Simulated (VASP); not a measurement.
MgSI:

```
CELL_PARAMETERS angstrom
2.05615 -2.52597 0.00000
2.05615 2.52597 0.00000
0.00000 0.00000 8.24641
ATOMIC_POSITIONS crystal
Mg 0.50000 0.50000 0.00000
S 0.00000 0.00000 0.00000
I 0.00000 0.00000 0.50000
```

| Item | Value |
| --- | --- |
| Program | VASP 6.6.1 |
| Task | relaxation of cell and atoms |
| Functional | PBE |
| Potentials or basis | VASP PAW PBE potentials, release 64 (Mg, S, I) |
| Cutoff | 600 eV |
| k mesh | 6 × 6 × 2 |
| Occupations | gaussian, width 0.1 eV |
| Spin | no spin polarisation |

At the start: pressure 13.7 GPa; volume 28.55 Å³/atom.

Problem. Where does the relaxation end?

Solution. Over 11 steps the energy falls by 424.7 meV/atom and the volume is 33.62 Å³/atom (+17.7 %); space group P4/mmm (No. 123, to 0.05 Å).

Step by step:
```csv
step,energy change (eV),largest force (eV/Å),pressure (GPa),volume (Å³)
1,0.0000,0.0000,13.75,85.66
2,-0.8303,0.0000,-4.69,117.63
3,-1.2000,0.0000,-0.82,102.56
4,-1.2000,0.0000,-0.99,102.96
5,-1.2562,0.0000,-0.30,100.67
6,-1.2705,0.0000,0.36,99.10
7,-1.2707,0.0000,0.45,98.91
8,-1.2730,0.0000,0.02,100.03
9,-1.2730,0.0000,0.06,99.95
10,-1.2733,0.0000,0.02,100.18
11,-1.2742,0.0000,0.02,100.86
```

Final structure:
```yaml
crystal:
  lattice:
    - [2.44929, -2.44959, 0.00000]
    - [2.44929, 2.44959, 0.00000]
    - [0.00000, 0.00000, 8.40526]
  atoms:
    - { symbol: Mg, position: [0.50000, 0.50000, 0.00000] }
    - { symbol: S, position: [0.00000, 0.00000, 0.00000] }
    - { symbol: I, position: [0.00000, 0.00000, 0.50000] }
```

Caveat: the k points lie up to 0.37 Å⁻¹ apart in the final cell; the volume moved by over 15 % at a fixed basis, so the end points are rough; this functional lacks dispersion, which binds the layers, so the pressure and a relaxed spacing across them are unreliable; an odd number of electrons without spin polarisation forces a metal; a magnetic or distorted state may lie lower.
